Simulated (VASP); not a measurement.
Wanted: the native input for a VASP 6.6.1 run.

```
Task                   : single point
Functional             : PBE
Dispersion             : D4
Potentials or basis    : VASP PAW PBE potentials, release 64 (N, B)
Cutoff                 : 520 eV
k mesh                 : 12 × 12 × 6
Occupations            : fermi-dirac, width 0.05 eV
Spin                   : no spin polarisation
Dipole correction      : no
Further INCAR settings : ALGO = Normal; EDIFF = 1e-07; NBANDS = 16
```

The structure of BN lies in POSCAR:

```
BN
1.0
    2.5418493642      0.0000000000      0.0000000000
   -1.2709246821      2.2013061220      0.0000000000
    0.0000000000      0.0000000000      4.2038712244
N B
2 2
Direct
    0.3333333333      0.6666666667      0.1252360137
    0.6666666667      0.3333333333      0.6252360137
    0.3333333333      0.6666666667      0.4997639863
    0.6666666667      0.3333333333      0.9997639863
```

The input as run:

INCAR

```
  ALGO = Normal
  EDIFF = 1E-7
  ENCUT = 520
  GGA = PE
  ISIF = 2
  ISMEAR = -1
  IVDW = 13
  LASPH = True
  LCHARG = False
  LREAL = False
  LWAVE = False
  NBANDS = 16
  NELM = 100
  PREC = Accurate
  SIGMA = 0.05
```

KPOINTS

```
k-points
0
Gamma
  12 12 6
```

Potentials or basis: VASP PAW PBE potentials, release 64 (N, B).

Launch:

```console
$ cat potpaw_PBE.64/N/POTCAR potpaw_PBE.64/B/POTCAR > POTCAR
$ mpirun -np 1 vasp_std > vasp.out
```

Results of the run:

```json
{
  "Pressure": "0.3 GPa",
  "Band gap on the k mesh": "5.18 eV, indirect (least direct gap 8.31 eV)",
  "Dispersion energy per atom": "-0.239 eV"
}
```

It took 53 s on 1 thread of Intel(R) Xeon(R) Platinum 8488C (Sapphire Rapids), on a shared host, peak memory 0.14 GiB.
